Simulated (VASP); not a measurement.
# InAs (F-43m) in VASP: a series of runs

InAs is run at these levels: r2SCAN; tasks: single point.

Program: VASP 6.6.1. These are calculated values, not measurements. Logs are shortened: lines on timing, memory, paths and dates and some standing lists are left out, and cuts for length are marked.

### 1 The cell of the first run

The structure is cubic, space group F-43m (No. 216). The conventional cell has a = 5.854 Å, b = 5.854 Å, c = 5.854 Å, α = 90.00°, β = 90.00°, γ = 90.00°. Within 3.3 Å of In (site symmetry -43m) lie 4 As at 2.53 Å. As (site symmetry -43m) has 4 In at 2.53 Å within 3.3 Å.

### 2 Single point, r2SCAN (25.07 Å³/atom)

The input, POSCAR:

```
InAs
1.0
    0.0000000000      2.9268225268      2.9268225268
    2.9268225268      0.0000000000      2.9268225268
    2.9268225268      2.9268225268      0.0000000000
In As
1 1
Direct
    0.0000000000      0.0000000000      0.0000000000
    0.2500000000      0.2500000000      0.2500000000
```

The input, INCAR.step1:

```
ALGO = Normal
EDIFF = 1E-4
ENCUT = 520
GGA = PE
ISMEAR = 0
LASPH = T
LCHARG = F
LREAL = F
LWAVE = T
NBANDS = 16
NELM = 80
PREC = Accurate
SIGMA = 0.01
```

The input, INCAR.step2:

```
ALGO = Normal
EDIFF = 1E-6
ENCUT = 520
ISIF = 2
ISMEAR = 0
ISTART = 1
LASPH = T
LCHARG = T
LELF = T
LMIXTAU = T
LREAL = F
LVHAR = T
LWAVE = F
METAGGA = R2SCAN
NBANDS = 16
NELM = 80
PREC = Accurate
SIGMA = 0.01
```

The input, KPOINTS:

```
k-points
0
Gamma
  10 10 10
```

Potentials or basis: VASP PAW PBE potentials, release 64 (In_d, As).

Started as:

```bash
$ cat potpaw_PBE.64/In_d/POTCAR potpaw_PBE.64/As/POTCAR > POTCAR
$ cp INCAR.step1 INCAR
$ mpirun -np 1 vasp_std > vasp.out
$ cp INCAR.step2 INCAR
$ mpirun -np 1 vasp_std > vasp.out
```

OUTCAR:

```text
EDIFF = 1E-6
   ENCUT = 520
   ISIF = 2
   ISMEAR = 0
   ISTART = 1
   LASPH = T
   LREAL = F
   METAGGA = R2SCAN
   NELM = 80
   PREC = Accurate

 ion  position               nearest neighbor table
   1  0.000  0.000  0.000-   2 2.53   2 2.53   2 2.53   2 2.53
   2  0.250  0.250  0.250-   1 2.53   1 2.53   1 2.53   1 2.53

  LATTYP: Found a face centered cubic cell.
 ALAT       =     5.8536450536

  Lattice vectors:

 A1 = (   0.0000000000,   2.9268225268,   2.9268225268)
 A2 = (   2.9268225268,   0.0000000000,   2.9268225268)
 A3 = (   2.9268225268,   2.9268225268,   0.0000000000)

Analysis of symmetry for initial positions (statically):
=====================================================================
 Subroutine PRICEL returns:
 Original cell was already a primitive cell.

 Routine SETGRP: Setting up the symmetry group for a
 face centered cubic supercell.

 Subroutine GETGRP returns: Found 24 space group operations
 (whereof 24 operations were pure point group operations)
 out of a pool of 48 trial point group operations.

The static configuration has the point symmetry T_d .

Analysis of symmetry for dynamics (positions and initial velocities):
=====================================================================
 Subroutine PRICEL returns:
 Original cell was already a primitive cell.

 Routine SETGRP: Setting up the symmetry group for a
 face centered cubic supercell.

 Subroutine GETGRP returns: Found 24 space group operations
 (whereof 24 operations were pure point group operations)
 out of a pool of 48 trial point group operations.

The dynamic configuration has the point symmetry T_d .

 Subroutine INISYM returns: Found 24 space group operations
 (whereof 24 operations are pure point group operations),
 and found     1 'primitive' translations

----------------------------------------------------------------------------------------

                                     Primitive cell

  volume of cell :      50.1440

  direct lattice vectors                    reciprocal lattice vectors
     0.000000000  2.926822527  2.926822527    -0.170833727  0.170833727  0.170833727
     2.926822527  0.000000000  2.926822527     0.170833727 -0.170833727  0.170833727
     2.926822527  2.926822527  0.000000000     0.170833727  0.170833727 -0.170833727

  length of vectors
     4.139152112  4.139152112  4.139152112     0.295892695  0.295892695  0.295892695

[... 71 lines left out ...]
   PREC   = accura    normal or accurate (medium, high low for compatibility)
   ISTART =      1    job   : 0-new  1-cont  2-samecut
   ICHARG =      0    charge: 1-file 2-atom 10-const
   ISPIN  =      1    spin polarized calculation?
   LNONCOLLINEAR =      F non collinear calculations
   LSORBIT =      F    spin-orbit coupling
   LASPH  =      T    aspherical Exc in radial PAW
   ENCUT  =  520.0 eV  38.22 Ry    6.18 a.u.   7.70  7.70  7.70*2*pi/ulx,y,z
   NELM   =     80;   NELMIN=  2; NELMDL=  0     # of ELM steps
   EDIFF  = 0.1E-05   stopping-criterion for ELM
   LREAL  =      F    real-space projection
[... 7 lines left out ...]
   TEBEG  =    0.0;   TEEND  =   0.0 temperature during run
   PSTRESS=    0.0 pullay stress
   NELECT =      18.0000    total number of electrons
   NUPDOWN=      -1.0000    fix difference up-down
   EMIN   =  10.00;   EMAX   =-10.00  energy-range for DOS
   EFERMI =   0.00;   METHOD = LEGACY
   ISMEAR =     0;   SIGMA  =   0.01  broadening in eV -4-tet -1-fermi 0-gaus
   EFERMI_NEDOS =   21; number of points for ismear=-14 and -15
   IALGO  =     38    algorithm
   IMIX   =      4    mixing-type and parameters
     AMIX     =   0.40;   BMIX     =  1.00
     AMIX_MAG =   1.60;   BMIX_MAG =  1.00
  volume/ion in A,a.u.               =      25.07       169.19
  Fermi-wavevector in a.u.,A,eV,Ry     =   1.163481  2.198660 18.418042  1.353688
  Thomas-Fermi vector in A             =   2.300030
   LORBIT       =      0    0 simple, 1 ext, 2 COOP (PROOUT), +10 PAW based schemes
   METAGGA = R2SCAN    functional components
   LHFCALC =     F    Hartree Fock is set to
   AEXX    =    0.0000 exact exchange contribution
   IVDW    =     0    specifies the selected vdW correction
   LEPSILON=     F    determine dielectric tensor
   LRPA    =     F    only Hartree local field effects (RPA)
 non-spin polarized calculation
 Gauss-broadening in eV      SIGMA  =   0.01
  energy-cutoff  :      520.00
  volume of cell :       50.14
 maximum number of plane-waves:      1369
   NGX = 15   NGY = 15   NGZ = 15

 number of electron      18.0000003 magnetization

 Free energy of the ion-electron system (eV)
  ---------------------------------------------------
  ext. energy  EPLUGINS =         0.00000000
  ---------------------------------------------------
  free energy    TOTEN  =       -37.87069860 eV

  energy without entropy =      -37.87069860  energy(sigma->0) =      -37.87069860

 E-fermi :   5.4587     XC(G=0): -10.1179

 val. band max:        5.3279045504   @ k =   0.0000   0.0000   0.0000
 cond. band min:       6.1198609949   @ k =   0.0000   0.0000   0.0000
 fundamental gap:      0.7919564445
 Fermi energy:         5.4586933484

 k-point     1 :       0.0000    0.0000    0.0000
  band No.  band energies     occupation
      1      -9.7538      2.00000
      2      -9.7538      2.00000
      3      -9.7538      2.00000
      4      -9.5548      2.00000
      5      -9.5548      2.00000
      6      -7.6770      2.00000
[... 433 lines left out ...]
      3      -9.6586      2.00000
      4      -9.5974      2.00000
      5      -9.5292      2.00000
      6      -5.8408      2.00000
[... 8 lines left out ...]
     15      17.2728      0.00000
     16      18.7317      0.00000

 [... further k-points ...]

------------------------ aborting loop because EDIFF is reached ----------------------------------------

  FORCE on cell =-STRESS in cart. coord.  units (eV):
  Direction    XX          YY          ZZ          XY          YZ          ZX
  --------------------------------------------------------------------------------------
  -------------------------------------------------------------------------------------
  Total        3.1163351      3.1163351      3.1163351     -0.0000000      0.0000000     -0.0000000
  in kB       99.5716210     99.5716210     99.5716210     -0.0000000      0.0000000     -0.0000000
  external PRESSURE =      99.5716210 kB  Pullay stress =       0.0000000 kB

 VOLUME and BASIS-vectors are now :
 -----------------------------------------------------------------------------
  energy-cutoff  :      520.00
  volume of cell :       50.14
      direct lattice vectors                 reciprocal lattice vectors
     0.000000000  2.926822527  2.926822527    -0.170833727  0.170833727  0.170833727
     2.926822527  0.000000000  2.926822527     0.170833727 -0.170833727  0.170833727
     2.926822527  2.926822527  0.000000000     0.170833727  0.170833727 -0.170833727

 POSITION                                       TOTAL-FORCE (eV/Angst)
 -----------------------------------------------------------------------------------
      0.00000      0.00000      0.00000         0.000000      0.000000      0.000000
      1.46341      1.46341      1.46341        -0.000000     -0.000000     -0.000000
 -----------------------------------------------------------------------------------
    total drift:                               -0.000003     -0.000003     -0.000002

  FREE ENERGIE OF THE ION-ELECTRON SYSTEM (eV)
  ---------------------------------------------------
  free  energy   TOTEN  =       -37.8706986039 eV

  energy  without entropy=      -37.8706986039  energy(sigma->0) =      -37.87069860
```

OSZICAR.step1:

```text
N       E                     dE             d eps       ncg     rms          rms(c)
DAV:   1     0.115485644969E+03    0.11549E+03   -0.84313E+03  1512   0.125E+03
DAV:   2    -0.187883581417E+00   -0.11567E+03   -0.11105E+03  1656   0.301E+02
DAV:   3    -0.755478833246E+01   -0.73669E+01   -0.73357E+01  1984   0.754E+01
DAV:   4    -0.773050595297E+01   -0.17572E+00   -0.17568E+00  1832   0.126E+01
DAV:   5    -0.773879032783E+01   -0.82844E-02   -0.82842E-02  2296   0.230E+00    0.537E+00
DAV:   6    -0.745966959910E+01    0.27912E+00   -0.37947E-01  2344   0.114E+01    0.302E+00
DAV:   7    -0.742418044112E+01    0.35489E-01   -0.14165E-01  2096   0.376E+00    0.751E-01
DAV:   8    -0.742489701992E+01   -0.71658E-03   -0.17530E-02  1936   0.155E+00    0.283E-01
DAV:   9    -0.742542983825E+01   -0.53282E-03   -0.11065E-03  1856   0.256E-01    0.163E-01
DAV:  10    -0.742563184903E+01   -0.20201E-03   -0.29054E-04  1896   0.286E-01    0.776E-02
DAV:  11    -0.742567454841E+01   -0.42699E-04   -0.10858E-04  1544   0.164E-01
   1 F= -.74256745E+01 E0= -.74256745E+01  d E =-.572140E-19
```

Wall time 2.7 min (1 thread of Intel Xeon 8259CL, shared host); peak memory 0.21 GiB.

Results:

```
Free energy            : -37.8707 eV
Pressure               : 10.0 GPa
Band gap on the k mesh : 0.79 eV
```

Levels at points of the mesh, in eV from the valence-band top:
```
           k point  band 7  band 8  band 9  band 10  band 11  band 12
(0.00, 0.00, 0.00)    0.00    0.00    0.00     0.79     4.31     4.31
(0.50, 0.00, 0.00)   -6.44   -1.17   -1.17     1.57     5.09     5.09
(0.50, 0.50, 0.00)   -6.40   -2.76   -2.76     1.66     2.36    10.56
```

Caveat: the cell stands under pressure; the PAW data sets were made with another functional, which shifts forces and pressure a little; spin-orbit coupling is left out, which moves the levels of the heavy elements.

### 3 Single point, r2SCAN (25.93 Å³/atom)

This run uses another cell than the first one, of 25.93 Å³/atom.

The input, POSCAR:

```
InAs
1.0
    0.0000000000      2.9597109259      2.9597109259
    2.9597109259      0.0000000000      2.9597109259
    2.9597109259      2.9597109259      0.0000000000
In As
1 1
Direct
    0.0000000000      0.0000000000      0.0000000000
    0.2500000000      0.2500000000      0.2500000000
```

The input, INCAR.step1:

```
SYSTEM = InAs
ALGO = Normal
EDIFF = 1E-4
ENCUT = 520
GGA = PE
ISMEAR = 0
LASPH = .TRUE.
LCHARG = .FALSE.
LREAL = .FALSE.
LWAVE = .TRUE.
NBANDS = 16
NELM = 80
PREC = Accurate
SIGMA = 0.01
```

The input, INCAR.step2:

```
SYSTEM = InAs
ALGO = Normal
EDIFF = 1E-6
ENCUT = 520
ISIF = 2
ISMEAR = 0
ISTART = 1
LASPH = .TRUE.
LCHARG = .FALSE.
LMIXTAU = .TRUE.
LREAL = .FALSE.
LWAVE = .FALSE.
METAGGA = R2SCAN
NBANDS = 16
NELM = 80
PREC = Accurate
SIGMA = 0.01
```

The input, KPOINTS:

```
k-points
0
G
  10 10 10
  0 0 0
```

Potentials or basis: VASP PAW PBE potentials, release 64 (In_d, As).

Started as:

```bash
$ cat potpaw_PBE.64/In_d/POTCAR potpaw_PBE.64/As/POTCAR > POTCAR
$ cp INCAR.step1 INCAR
$ mpirun -np 1 vasp_std > vasp.out
$ cp INCAR.step2 INCAR
$ mpirun -np 1 vasp_std > vasp.out
```

It took 2.8 min on 1 thread of Intel Xeon 8259CL, shared host; peak memory 0.21 GiB.

The run converged. Its results:

| Property | Result |
| --- | --- |
| Free energy | -37.9602 eV |
| Pressure | 6.8 GPa |
| Band gap on the k mesh | 0.61 eV |

Levels at points of the mesh, in eV from the valence-band top:
```tsv
k point	band 5	band 6	band 7	band 8	band 9	band 10	band 11	band 12	band 13	band 14
(0.00, 0.00, 0.00)	-14.81	-12.75	0.00	0.00	0.00	0.61	4.30	4.30	4.30	8.34
(0.50, 0.00, 0.00)	-14.80	-10.98	-6.24	-1.12	-1.12	1.48	5.08	5.08	7.37	10.06
(0.50, 0.50, 0.00)	-14.78	-10.34	-6.24	-2.63	-2.63	1.72	2.36	10.31	10.43	10.43
```

Caveat: the cell stands under pressure; the PAW data sets were made with another functional, which shifts forces and pressure a little; spin-orbit coupling is left out, which moves the levels of the heavy elements.
